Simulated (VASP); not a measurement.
# Mo in VASP: single point with PBE

Aim: the single point of Mo with PBE.

All numbers are computed with VASP 6.6.1; they aren't measurements. Logs are shortened: lines on timing, memory, paths and dates and some standing lists are left out, and cuts for length are marked.

## Step 1: The cell of the first run

The cell holds a slab with vacuum, 4 atoms: a = 3.165 Å, b = 3.165 Å, c = 25.687 Å, α = 90.00°, β = 90.00°, γ = 90.00°.

## Step 2: Single point, PBE

The input, INCAR:

```
ALGO = Normal ; DIPOL = 0.5 0.5 0.660
EDIFF = 1E-6 ; ENCUT = 400
GGA = PE ; GGA_COMPAT = F
IDIPOL = 3 ; ISIF = 2
ISMEAR = 1 ; LASPH = T
LCHARG = F ; LDIPOL = T
LREAL = F ; LWAVE = F
NBANDS = 36 ; NELM = 120
NELMDL = -8 ; PREC = Accurate
SIGMA = 0.1
```

The input, KPOINTS:

```
k-points
0
Gamma
  10 10 1
```

The input, POSCAR:

```
Mo
1.0
    3.1646185137      0.0000000000      0.0000000000
    0.0000000000      3.1646185137      0.0000000000
    0.0000000000      0.0000000000     25.6866380807
Mo
4
Direct
    0.0000000000      0.0000000000      0.5743303026
    0.5000000000      0.5000000000      0.6264788975
    1.0000000000      0.0000000000      0.6937927101
    0.5000000000      0.5000000000      0.7459425813
```

Potentials or basis: VASP PAW PBE potentials, release 64 (Mo_sv).

Command:

```sh
$ cat potpaw_PBE.64/Mo_sv/POTCAR > POTCAR
$ mpirun -np 1 vasp_std > vasp.out
```

OUTCAR:

```text
EDIFF = 1E-6
   ENCUT = 400
   GGA = PE
   ISIF = 2
   ISMEAR = 1
   LASPH = T
   LREAL = F
   NELM = 120
   NELMDL = -8
   PREC = Accurate

 ion  position               nearest neighbor table
   1  0.000  0.000  0.574-   2 2.61   2 2.61   2 2.61   2 2.61   3 3.07
   2  0.500  0.500  0.626-   1 2.61   1 2.61   1 2.61   1 2.61   3 2.83   3 2.83   3 2.83   3 2.83
                             4 3.07
   3  0.000  0.000  0.694-   4 2.61   4 2.61   4 2.61   4 2.61   2 2.83   2 2.83   2 2.83   2 2.83
                             1 3.07
   4  0.500  0.500  0.746-   3 2.61   3 2.61   3 2.61   3 2.61   2 3.07

  LATTYP: Found a simple tetragonal cell.
 ALAT       =     3.1646185137
 C/A-ratio  =     8.1168197587

  Lattice vectors:

 A1 = (   3.1646185137,   0.0000000000,   0.0000000000)
 A2 = (   0.0000000000,   3.1646185137,   0.0000000000)
 A3 = (   0.0000000000,   0.0000000000,  25.6866380807)

Analysis of symmetry for initial positions (statically):
=====================================================================
 Subroutine PRICEL returns:
 Original cell was already a primitive cell.

 Routine SETGRP: Setting up the symmetry group for a
 simple tetragonal supercell.

 Subroutine GETGRP returns: Found 16 space group operations
 (whereof  8 operations were pure point group operations)
 out of a pool of 16 trial point group operations.

The static configuration has the point symmetry C_4v.
 The point group associated with its full space group is D_4h.

Analysis of symmetry for dynamics (positions and initial velocities):
=====================================================================
 Subroutine PRICEL returns:
 Original cell was already a primitive cell.

 Routine SETGRP: Setting up the symmetry group for a
 simple tetragonal supercell.

 Subroutine GETGRP returns: Found 16 space group operations
 (whereof  8 operations were pure point group operations)
 out of a pool of 16 trial point group operations.

The dynamic configuration has the point symmetry C_4v.
 The point group associated with its full space group is D_4h.

 Subroutine INISYM returns: Found 16 space group operations
 (whereof  8 operations are pure point group operations),
 and found     1 'primitive' translations

----------------------------------------------------------------------------------------

                                     Primitive cell

  volume of cell :     257.2468

  direct lattice vectors                    reciprocal lattice vectors
     3.164618514  0.000000000  0.000000000     0.315993854  0.000000000  0.000000000
     0.000000000  3.164618514  0.000000000     0.000000000  0.315993854  0.000000000
     0.000000000  0.000000000 25.686638081     0.000000000  0.000000000  0.038930747

  length of vectors
     3.164618514  3.164618514 25.686638081     0.315993854  0.315993854  0.038930747

  position of ions in fractional coordinates (direct lattice)
     0.000000000  0.000000000  0.574330303
     0.500000000  0.500000000  0.626478898
     0.000000000  0.000000000  0.693792710
     0.500000000  0.500000000  0.745942581

  ion indices of the primitive-cell ions
   primitive index   ion index
                 1           1
                 2           2
                 3           3
                 4           4

----------------------------------------------------------------------------------------

 KPOINTS: k-points

Automatic generation of k-mesh.
 Grid dimensions read from file:
 generate k-points for:   10   10    1

 Generating k-lattice:

  Cartesian coordinates                     Fractional coordinates (reciprocal lattice)
     0.031599385  0.000000000  0.000000000     0.100000000  0.000000000  0.000000000
     0.000000000  0.031599385  0.000000000     0.000000000  0.100000000  0.000000000
     0.000000000  0.000000000  0.038930747     0.000000000  0.000000000  1.000000000

  Length of vectors
     0.031599385  0.031599385  0.038930747

  Shift w.r.t. Gamma in fractional coordinates (k-lattice)
     0.000000000  0.000000000  0.000000000

 Subroutine IBZKPT returns following result:
 ===========================================

 Found     21 irreducible k-points:

 Following reciprocal coordinates:
            Coordinates               Weight
  0.000000  0.000000  0.000000      1.000000
  0.100000  0.000000  0.000000      4.000000
  0.200000  0.000000  0.000000      4.000000
  0.300000  0.000000  0.000000      4.000000
  0.400000  0.000000  0.000000      4.000000
  0.500000  0.000000  0.000000      2.000000
[... 13 lines left out ...]
  0.500000  0.400000  0.000000      4.000000
  0.500000  0.500000  0.000000      1.000000
   k-points           NKPTS =     21   k-points in BZ     NKDIM =     21   number of bands    NBANDS=     36
   number of dos      NEDOS =    301   number of ions     NIONS =      4
   total plane-waves  NPLWV =  96768
   dimension x,y,z NGX =    24 NGY =   24 NGZ =  168
   dimension x,y,z NGXF=    48 NGYF=   48 NGZF=  336
   ions per type =               4
   NGX,Y,Z   is equivalent  to a cutoff of  12.61, 12.61, 10.87 a.u.
   NGXF,Y,Z  is equivalent  to a cutoff of  25.22, 25.22, 21.75 a.u.
 SYSTEM =  unknown system
   PREC   = accura    normal or accurate (medium, high low for compatibility)
   ISTART =      0    job   : 0-new  1-cont  2-samecut
   ICHARG =      2    charge: 1-file 2-atom 10-const
   ISPIN  =      1    spin polarized calculation?
   LNONCOLLINEAR =      F non collinear calculations
   LSORBIT =      F    spin-orbit coupling
   LASPH  =      T    aspherical Exc in radial PAW
   ENCUT  =  400.0 eV  29.40 Ry    5.42 a.u.   5.16  5.16 41.89*2*pi/ulx,y,z
   NELM   =    120;   NELMIN=  2; NELMDL= -8     # of ELM steps
   EDIFF  = 0.1E-05   stopping-criterion for ELM
   LREAL  =      F    real-space projection
   EDIFFG = 0.1E-04   stopping-criterion for IOM
   NSW    =      0    number of steps for IOM
   IBRION =     -1    ionic relax: 0-MD 1-quasi-New 2-CG
   NFREE  =      0    steps in history (QN), initial steepest desc. (CG)
   ISIF   =      2    stress and relaxation
   ISYM   =      2    0-nonsym 1-usesym 2-fastsym
   POTIM  = 0.5000    time-step for ionic-motion
   TEBEG  =    0.0;   TEEND  =   0.0 temperature during run
   PSTRESS=    0.0 pullay stress
   NELECT =      56.0000    total number of electrons
   NUPDOWN=      -1.0000    fix difference up-down
   EMIN   =  10.00;   EMAX   =-10.00  energy-range for DOS
   EFERMI =   0.00;   METHOD = LEGACY
   ISMEAR =     1;   SIGMA  =   0.10  broadening in eV -4-tet -1-fermi 0-gaus
   EFERMI_NEDOS =   21; number of points for ismear=-14 and -15
   IALGO  =     38    algorithm
   IMIX   =      4    mixing-type and parameters
     AMIX     =   0.40;   BMIX     =  1.00
     AMIX_MAG =   1.60;   BMIX_MAG =  1.00
  volume/ion in A,a.u.               =      64.31       434.00
  Fermi-wavevector in a.u.,A,eV,Ry     =   0.984814  1.861028 13.195725  0.969858
  Thomas-Fermi vector in A             =   2.116075
   LORBIT       =      0    0 simple, 1 ext, 2 COOP (PROOUT), +10 PAW based schemes
   GGA     = PE    functional components
   LHFCALC =     F    Hartree Fock is set to
   AEXX    =    0.0000 exact exchange contribution
   IVDW    =     0    specifies the selected vdW correction
   LEPSILON=     F    determine dielectric tensor
   LRPA    =     F    only Hartree local field effects (RPA)
 non-spin polarized calculation
 Methfessel and Paxton  Order N= 1 SIGMA  =   0.10
  energy-cutoff  :      400.00
  volume of cell :      257.25
 maximum number of plane-waves:      4707
 NGX is ok and might be reduce to    24
   NGX = 11   NGY = 11   NGZ = 83

 dipolmoment           0.000000      0.000000      0.000037 electrons x Angstroem

 number of electron      56.0000008 magnetization

 dipolmoment           0.000000      0.000000     -0.000373 electrons x Angstroem

 Free energy of the ion-electron system (eV)
  ---------------------------------------------------
  ext. energy  EPLUGINS =         0.00000000
  ---------------------------------------------------
  free energy    TOTEN  =       -39.75763869 eV

  energy without entropy =      -39.75480121  energy(sigma->0) =      -39.75669286

 E-fermi :   0.1441     XC(G=0):  -4.1224

 val. band max:        0.1433219610   @ k =   0.1000   0.1000   0.0000
 cond. band min:       0.1712672595   @ k =   0.3000   0.3000   0.0000
 fundamental gap:      0.0279452985
 Fermi energy:         0.1440821201

 k-point     1 :       0.0000    0.0000    0.0000
  band No.  band energies     occupation
      1     -60.7298      2.00000
      2     -60.6007      2.00000
      3     -60.2164      2.00000
      4     -60.1954      2.00000
      5     -34.9668      2.00000
      6     -34.9668      2.00000
[... 28 lines left out ...]
     35       2.2666      0.00000
     36       3.0206      0.00000

 k-point     2 :       0.1000    0.0000    0.0000
  band No.  band energies     occupation
      1     -60.7184      2.00000
      2     -60.5937      2.00000
      3     -60.2207      2.00000
      4     -60.2026      2.00000
      5     -35.0207      2.00000
      6     -34.9969      2.00000
[... 28 lines left out ...]
     35       2.1172     -0.00000
     36       2.6028      0.00000

 k-point     3 :       0.2000    0.0000    0.0000
  band No.  band energies     occupation
      1     -60.6865      2.00000
      2     -60.5752      2.00000
      3     -60.2331      2.00000
      4     -60.2226      2.00000
      5     -35.1182      2.00000
      6     -35.1111      2.00000
[... 28 lines left out ...]
     35       2.4105      0.00000
     36       2.5613      0.00000
[... 625 lines left out ...]
 k-point    20 :       0.5000    0.4000    0.0000
  band No.  band energies     occupation
      1     -60.5330      2.00000
      2     -60.5324      2.00000
      3     -60.2673      2.00000
      4     -60.2639      2.00000
      5     -35.3498      2.00000
      6     -35.3497      2.00000
[... 28 lines left out ...]
     35       2.9733      0.00000
     36       2.9741      0.00000

 k-point    21 :       0.5000    0.5000    0.0000
  band No.  band energies     occupation
      1     -60.5310      2.00000
      2     -60.5304      2.00000
      3     -60.2654      2.00000
      4     -60.2620      2.00000
      5     -35.3821      2.00000
      6     -35.3821      2.00000
[... 28 lines left out ...]
     35       3.0539      0.00000
     36       3.0572      0.00000

------------------------ aborting loop because EDIFF is reached ----------------------------------------

 vacuum level on the upper side and lower side of the slab       (xc-potential included)        -0.011        -0.005

  FORCE on cell =-STRESS in cart. coord.  units (eV):
  Direction    XX          YY          ZZ          XY          YZ          ZX
  --------------------------------------------------------------------------------------
  -------------------------------------------------------------------------------------
  Total       -2.9630030     -2.9630030     -0.2542607      0.0000000     -0.0000000      0.0000000
  in kB      -18.4540920    -18.4540920     -1.5835793      0.0000000     -0.0000000      0.0000000
  external PRESSURE =     -12.8305878 kB  Pullay stress =       0.0000000 kB

 VOLUME and BASIS-vectors are now :
 -----------------------------------------------------------------------------
  energy-cutoff  :      400.00
  volume of cell :      257.25
      direct lattice vectors                 reciprocal lattice vectors
     3.164618514  0.000000000  0.000000000     0.315993854  0.000000000  0.000000000
     0.000000000  3.164618514  0.000000000     0.000000000  0.315993854  0.000000000
     0.000000000  0.000000000 25.686638081     0.000000000  0.000000000  0.038930747

 POSITION                                       TOTAL-FORCE (eV/Angst)
 -----------------------------------------------------------------------------------
      0.00000      0.00000     14.75261         0.000000     -0.000000     -0.043102
      1.58231      1.58231     16.09214        -0.000000     -0.000000      0.017361
      0.00000      0.00000     17.82120         0.000000      0.000000     -0.017361
      1.58231      1.58231     19.16076         0.000000      0.000000      0.043102
 -----------------------------------------------------------------------------------
    total drift:                                0.000000     -0.000000     -0.111941

  FREE ENERGIE OF THE ION-ELECTRON SYSTEM (eV)
  ---------------------------------------------------
  free  energy   TOTEN  =       -39.7576386853 eV

  energy  without entropy=      -39.7548012087  energy(sigma->0) =      -39.75669286

 vacuum level on the upper side and lower side of the slab         3.974         3.980
```

Run time: 3.7 min. Hardware: 1 thread of Intel Xeon 6975P-C, shared host; peak memory 0.34 GiB.

Results:

| Quantity | Value |
| --- | --- |
| Free energy | -39.7576 eV |
| Largest force | 0.043 eV/Å |
| Band gap on the k mesh | zero (band 28 reaches 1.62 eV, above the bottom of band 29 at -0.06 eV) |

Forces in eV/Å, atoms in the order of the input:
```
Mo   0.000  0.000 -0.043
Mo   0.000  0.000  0.017
Mo   0.000  0.000 -0.017
Mo   0.000  0.000  0.043
```

Levels at points of the mesh, in eV from the Fermi level:
```
           k point  band 24  band 25  band 26  band 27  band 28  band 29  band 30  band 31  band 32  band 33
(0.00, 0.00, 0.00)    -0.81    -0.81    -0.22    -0.22    -0.16    -0.13    -0.04     0.14     0.89     0.89
(0.50, 0.00, 0.00)    -2.10    -1.08    -1.08    -0.06    -0.06     1.22     1.22     1.69     1.69     2.75
(0.50, 0.50, 0.00)    -1.93    -1.02    -1.02     1.48     1.48     1.56     1.56     2.26     2.26     2.60
```
